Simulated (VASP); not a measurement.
A run of VASP 6.6.1 is set up as follows.

INCAR

```
PREC = Accurate
ENCUT = 520
EDIFF = 1E-7
ISMEAR = -1
SIGMA = 0.1
LREAL = False
LASPH = True
NELM = 150
ALGO = Normal
ISIF = 2
LWAVE = False
LCHARG = True
ISPIN = 2
MAGMOM = 0.72
LORBIT = 11
NUPDOWN = 0.72
LMAXMIX = 4
GGA = PS
LELF = True
LVHAR = True
NBANDS = 15
```

The input KPOINTS:

```
Automatic mesh
0
Gamma
  15 15 15
```

Contents of POSCAR:

```
Ni
1.0
    0.0000000000      1.7716500000      1.7716500000
    1.7716500000      0.0000000000      1.7716500000
    1.7716500000      1.7716500000      0.0000000000
Ni
1
Direct
    0.0000000000      0.0000000000      0.0000000000
```

Potentials or basis: VASP PAW PBE potentials, release 64 (Ni).

Launch:

```console
$ cat potpaw_PBE.64/Ni/POTCAR > POTCAR
$ mpirun -np 1 vasp_std > vasp.out
```

(1) What does it give for the pressure?

## Answers

(1) -12.4 GPa.

Caveat: the PAW data sets were made with another functional, which shifts forces and pressure a little; the total moment is fixed, so each spin has its own Fermi level.
